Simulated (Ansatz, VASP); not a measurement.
One calculation of MgCd3Se4, two programs

```xyz
8
Lattice="-3.5545 3.5545 3.5545 3.5545 -3.5545 3.5545 3.5545 3.5545 -3.5545" Properties=species:S:1:pos:R:3 pbc="T T T"
Mg    0.0000    0.0000    0.0000
Cd    3.5545    0.0000    0.0000
Cd    0.0000    3.5545    0.0000
Cd    0.0000    0.0000    3.5545
Se    1.7773    1.7773    1.7773
Se    1.7773    1.7773   -1.7773
Se    1.7773   -1.7773    1.7773
Se   -1.7773    1.7773    1.7773
```

Alike in both runs: functional PBE; k mesh 2 × 2 × 2; occupations gaussian, width 0.15 eV; no spin polarisation.

Ansatz relaxed the structure, and its values are those at the end. VASP's run is a single point on that final structure, the one shown.

|  | VASP | Ansatz |
| --- | --- | --- |
| version | VASP 6.6.1 | Ansatz 0.2.0 |
| potentials or method | VASP PAW PBE potentials, release 64 (Mg, Cd, Se), cutoff 600 eV | scalar-relativistic, plane waves, PAW |
| valence electrons in the cell | 62 | 134 |

|  | VASP | Ansatz | Ansatz less VASP |
| --- | --- | --- | --- |
| gap on the k mesh at the Fermi level (eV) | none | none | - |
| pressure (GPa) | -0.1 | -0.2 | -0.13 |

A gap of «none» marks a metal or a gap that the smearing closes. VASP's potentials hold 62 valence electrons a cell and Ansatz's 134, so a difference there can come from the potentials and not from the codes.

The k mesh is coarse, so the values compare programs but aren't converged.
